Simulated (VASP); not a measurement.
# Mo (C2/m) in VASP: further runs, part 2 of 2

VASP 6.6.1. The steps go on from the part before.

### 3 Single point, LDA (shortest bond scaled by 1.1)

Contents of INCAR:

```
PREC = Accurate ; ENCUT = 520
EDIFF = 1E-6 ; ISMEAR = -1
SIGMA = 0.05 ; LREAL = False
LASPH = True ; NELM = 80
ALGO = Normal ; ISIF = 2
LWAVE = False ; LCHARG = False
GGA = CA ; NBANDS = 21
```

Contents of KPOINTS:

```
Automatic mesh
0
Gamma
  12 12 7
```

Contents of POSCAR:

```
Mo
1.0
    2.8252342238      0.0000000000      0.0000000000
   -1.4126171119      2.4467246095      0.0000000000
    0.0000000000      0.0000000000      4.5768794426
Mo
2
Direct
    0.3666666667      0.6833333333      0.2750000000
    0.6333333333      0.3166666667      0.7250000000
```

Potentials or basis: VASP PAW LDA potentials, release 64 (Mo_sv).

On the command line:

```bash
$ cat potpaw_LDA.64/Mo_sv/POTCAR > POTCAR
$ mpirun -np 1 vasp_std > vasp.out
```

OUTCAR:

```text
PREC = Accurate
   ENCUT = 520
   EDIFF = 1E-6
   ISMEAR = -1
   LREAL = False
   LASPH = True
   NELM = 80
   ISIF = 2
   GGA = CA

 ion  position               nearest neighbor table
   1  0.367  0.683  0.275-   2 2.58   2 2.58   2 2.73   2 2.96   2 2.96   2 3.09
   2  0.633  0.317  0.725-   1 2.58   1 2.58   1 2.73   1 2.96   1 2.96   1 3.09

  LATTYP: Found a hexagonal cell.
 ALAT       =     2.8252342238
 C/A-ratio  =     1.6200000000

  Lattice vectors:

 A1 = (   2.8252342238,   0.0000000000,   0.0000000000)
 A2 = (  -1.4126171119,   2.4467246095,   0.0000000000)
 A3 = (   0.0000000000,   0.0000000000,   4.5768794426)

Analysis of symmetry for initial positions (statically):
=====================================================================
 Subroutine PRICEL returns:
 Original cell was already a primitive cell.

 Routine SETGRP: Setting up the symmetry group for a
 hexagonal supercell.

 Subroutine GETGRP returns: Found  4 space group operations
 (whereof  4 operations were pure point group operations)
 out of a pool of 24 trial point group operations.

The static configuration has the point symmetry C_2h.

Analysis of symmetry for dynamics (positions and initial velocities):
=====================================================================
 Subroutine PRICEL returns:
 Original cell was already a primitive cell.

 Routine SETGRP: Setting up the symmetry group for a
 hexagonal supercell.

 Subroutine GETGRP returns: Found  4 space group operations
 (whereof  4 operations were pure point group operations)
 out of a pool of 24 trial point group operations.

The dynamic configuration has the point symmetry C_2h.

 Subroutine INISYM returns: Found  4 space group operations
[... 108 lines left out ...]
   NELECT =      28.0000    total number of electrons
   NUPDOWN=      -1.0000    fix difference up-down
   EMIN   =  10.00;   EMAX   =-10.00  energy-range for DOS
   EFERMI =   0.00;   METHOD = LEGACY
   ISMEAR =    -1;   SIGMA  =   0.05  broadening in eV -4-tet -1-fermi 0-gaus
   EFERMI_NEDOS =   21; number of points for ismear=-14 and -15
   IALGO  =     38    algorithm
   IMIX   =      4    mixing-type and parameters
     AMIX     =   0.40;   BMIX     =  1.00
     AMIX_MAG =   1.60;   BMIX_MAG =  1.00
  volume/ion in A,a.u.               =      15.82       106.75
  Fermi-wavevector in a.u.,A,eV,Ry     =   1.571778  2.970229 33.612998  2.470486
  Thomas-Fermi vector in A             =   2.673311
   LORBIT       =      0    0 simple, 1 ext, 2 COOP (PROOUT), +10 PAW based schemes
   GGA     = CA    functional components
   LHFCALC =     F    Hartree Fock is set to
   AEXX    =    0.0000 exact exchange contribution
   IVDW    =     0    specifies the selected vdW correction
   LEPSILON=     F    determine dielectric tensor
   LRPA    =     F    only Hartree local field effects (RPA)
 non-spin polarized calculation
  energy-cutoff  :      520.00
  volume of cell :       31.64
 maximum number of plane-waves:       868
 NGX is ok and might be reduce to    24
   NGX = 11   NGY = 11   NGZ = 17

 number of electron      28.0000000 magnetization

 Free energy of the ion-electron system (eV)
  ---------------------------------------------------
  ext. energy  EPLUGINS =         0.00000000
  ---------------------------------------------------
  free energy    TOTEN  =       -23.09406533 eV

  energy without entropy =      -23.06508084  energy(sigma->0) =      -23.07957309

 E-fermi :  11.8570     XC(G=0): -13.4795

 val. band max:       11.8535768881   @ k =   0.2500  -0.1667   0.2857
 cond. band min:      11.8596760696   @ k =  -0.2500   0.1667   0.4286
 fundamental gap:      0.0060991814
 Fermi energy:        11.8569858032

 k-point     1 :       0.0000    0.0000    0.0000
  band No.  band energies     occupation
      1     -48.4944      2.00000
      2     -48.1592      2.00000
      3     -23.4344      2.00000
      4     -22.2178      2.00000
      5     -22.1421      2.00000
      6     -22.0103      2.00000
[... 565 lines left out ...]
     20      21.8078      0.00000
     21      22.6806      0.00000

 [... further k-points ...]

------------------------ aborting loop because EDIFF is reached ----------------------------------------

  FORCE on cell =-STRESS in cart. coord.  units (eV):
  Direction    XX          YY          ZZ          XY          YZ          ZX
  --------------------------------------------------------------------------------------
  -------------------------------------------------------------------------------------
  Total       -0.5217683      0.3145330     -1.7889885     -0.7242582     -0.2860841     -0.4955122
  in kB      -26.4228248     15.9282401    -90.5960161    -36.6770980    -14.4875612    -25.0931926
  external PRESSURE =     -33.6968669 kB  Pullay stress =       0.0000000 kB

 VOLUME and BASIS-vectors are now :
 -----------------------------------------------------------------------------
  energy-cutoff  :      520.00
  volume of cell :       31.64
      direct lattice vectors                 reciprocal lattice vectors
     2.825234224  0.000000000  0.000000000     0.353952954  0.204354833  0.000000000
    -1.412617112  2.446724609  0.000000000     0.000000000  0.408709667  0.000000000
     0.000000000  0.000000000  4.576879443     0.000000000  0.000000000  0.218489478

 POSITION                                       TOTAL-FORCE (eV/Angst)
 -----------------------------------------------------------------------------------
      0.07063      1.67193      1.25864         0.264242      0.152560     -1.661205
      1.34199      0.77480      3.31824        -0.264242     -0.152560      1.661205
 -----------------------------------------------------------------------------------
    total drift:                               -0.000000      0.000000     -0.000000

  FREE ENERGIE OF THE ION-ELECTRON SYSTEM (eV)
  ---------------------------------------------------
  free  energy   TOTEN  =       -23.0940653314 eV

  energy  without entropy=      -23.0650808442  energy(sigma->0) =      -23.07957309
```

OSZICAR:

```text
N       E                     dE             d eps       ncg     rms          rms(c)
DAV:   1     0.312564801610E+03    0.31256E+03   -0.17697E+04 11674   0.141E+03
DAV:   2    -0.172778708263E+02   -0.32984E+03   -0.32209E+03 12679   0.458E+02
DAV:   3    -0.243085329063E+02   -0.70307E+01   -0.69094E+01 13397   0.712E+01
DAV:   4    -0.243447934196E+02   -0.36261E-01   -0.36221E-01 12559   0.513E+00
DAV:   5    -0.243450279706E+02   -0.23455E-03   -0.23455E-03 13422   0.409E-01    0.216E+01
DAV:   6    -0.232575781442E+02    0.10874E+01   -0.21325E+00 12699   0.128E+01    0.598E+00
DAV:   7    -0.231051473468E+02    0.15243E+00   -0.41170E-01 13502   0.505E+00    0.101E+00
DAV:   8    -0.230943043847E+02    0.10843E-01   -0.10318E-02 12144   0.989E-01    0.288E-01
DAV:   9    -0.230940477810E+02    0.25660E-03   -0.59877E-04 15206   0.231E-01    0.947E-02
DAV:  10    -0.230940649415E+02   -0.17160E-04   -0.19512E-05 12604   0.528E-02    0.120E-02
DAV:  11    -0.230940653314E+02   -0.38986E-06   -0.30115E-06 12229   0.162E-02
   1 F= -.23094065E+02 E0= -.23079573E+02  d E =-.289845E-01
```

Run time: 46 s. Hardware: 1 thread of Intel Xeon 6975P-C (Granite Rapids), shared host; peak memory 0.25 GiB.

Results:

| Property | Result |
| --- | --- |
| Free energy | -23.0941 eV |
| Pressure | -3.4 GPa |
| Largest force | 1.689 eV/Å |
| Band gap on the k mesh | zero (bands 14 and 15 overlap by 2.22 eV) |

Forces in eV/Å, atoms in the order of the input:
```
Mo   0.264  0.153 -1.661
Mo  -0.264 -0.153  1.661
```

Caveat: the cell differs from its parent crystal (shortest bond scaled by 1.1); the cell stands under tension; forces of over 1 eV/Å act on the atoms, so gaps and moduli don't describe the material at rest.

### 4 Single point, LDA (shortest bond scaled by 0.76)

Contents of INCAR:

```
PREC = Accurate
ENCUT = 520
EDIFF = 1E-7
ISMEAR = -1
SIGMA = 0.05
LREAL = False
LASPH = True
NELM = 60
ALGO = Normal
ISIF = 2
LWAVE = False
LCHARG = False
NBANDS = 21
```

KPOINTS is that of step 3.

Contents of POSCAR:

```
Mo
1.0
    2.8252342238      0.0000000000      0.0000000000
   -1.4126171119      2.4467246095      0.0000000000
    0.0000000000      0.0000000000      4.5768794426
Mo
2
Direct
    0.2533333333      0.6266666667      0.1900000000
    0.7466666667      0.3733333333      0.8100000000
```

On the command line:

```bash
$ cat potpaw_LDA.64/Mo_sv/POTCAR > POTCAR
$ mpirun -np 1 vasp_std > vasp.out
```

Run time: 47 s. Hardware: 1 thread of Intel Xeon 6975P-C (Granite Rapids), shared host; peak memory 0.24 GiB.

It converged, with:

- Free energy: -21.9951 eV
- Pressure: 29.3 GPa
- Largest force: 5.964 eV/Å
- Band gap on the k mesh: zero (bands 14 and 15 overlap by 3.17 eV)

Forces on the atoms (eV/Å):
```
Mo   1.616  0.933  5.664
Mo  -1.616 -0.933 -5.664
```

Stress tensor (GPa, compression positive):
```
29.48  1.24  9.54
 1.24 28.05  5.51
 9.54  5.51 30.24
```

Levels at points of the mesh, in eV from the Fermi level:
```tsv
k point	band 11	band 12	band 13	band 14	band 15	band 16	band 17	band 18
(0.00, 0.00, 0.00)	-2.67	-1.89	-1.75	-1.54	0.08	0.89	3.00	3.10
(0.50, 0.00, 0.00)	-2.75	-1.55	-1.23	-0.63	0.42	2.85	4.38	4.99
(0.00, 0.50, 0.00)	-4.20	-1.79	0.01	0.01	1.56	3.26	3.94	4.20
```

Caveat: the cell differs from its parent crystal (shortest bond scaled by 0.76); the cell stands under pressure; forces of over 1 eV/Å act on the atoms, so gaps and moduli don't describe the material at rest.

### 5 Single point, LDA (shortest bond scaled by 0.76)

Contents of INCAR:

```
SYSTEM = Mo
  PREC = Accurate
  ENCUT = 520
  EDIFF = 1E-6
  ISMEAR = -1
  SIGMA = 0.05
  LREAL = .False.
  LASPH = .True.
  NELM = 80
  ALGO = Normal
  ISIF = 2
  LWAVE = .False.
  LCHARG = .False.
  NBANDS = 21
```

Contents of KPOINTS:

```
Automatic mesh
0
Gamma
  12 12 7
  0 0 0
```

POSCAR is that of step 4.

On the command line:

```bash
$ cat potpaw_LDA.64/Mo_sv/POTCAR > POTCAR
$ mpirun -np 1 vasp_std > vasp.out
```

Wall time 47 s (1 thread of Intel Xeon 6975P-C (Granite Rapids), shared host); peak memory 0.24 GiB.

The run converged. Its results:

```yaml
Free_energy: -21.9951 eV
Pressure: 29.3 GPa
Largest_force: 5.963 eV/Å
Band_gap_on_the_k_mesh: zero (bands 14 and 15 overlap by 3.17 eV)
```

Forces in eV/Å, atoms in the order of the input:
```
Mo   1.616  0.933  5.664
Mo  -1.616 -0.933 -5.664
```

Stress tensor (GPa, compression positive):
```
29.48  1.23  9.54
 1.23 28.05  5.51
 9.54  5.51 30.23
```

Levels at points of the mesh, in eV from the Fermi level:
| k point | band 11 | band 12 | band 13 | band 14 | band 15 | band 16 | band 17 | band 18 |
| --- | --- | --- | --- | --- | --- | --- | --- | --- |
| (0.00, 0.00, 0.00) | -2.67 | -1.89 | -1.75 | -1.54 | 0.08 | 0.89 | 3.00 | 3.10 |
| (0.50, 0.00, 0.00) | -2.75 | -1.55 | -1.23 | -0.63 | 0.42 | 2.85 | 4.38 | 4.99 |
| (0.00, 0.50, 0.00) | -4.20 | -1.79 | 0.01 | 0.01 | 1.56 | 3.26 | 3.94 | 4.20 |

Caveat: the cell differs from its parent crystal (shortest bond scaled by 0.76); the cell stands under pressure; forces of over 1 eV/Å act on the atoms, so gaps and moduli don't describe the material at rest.
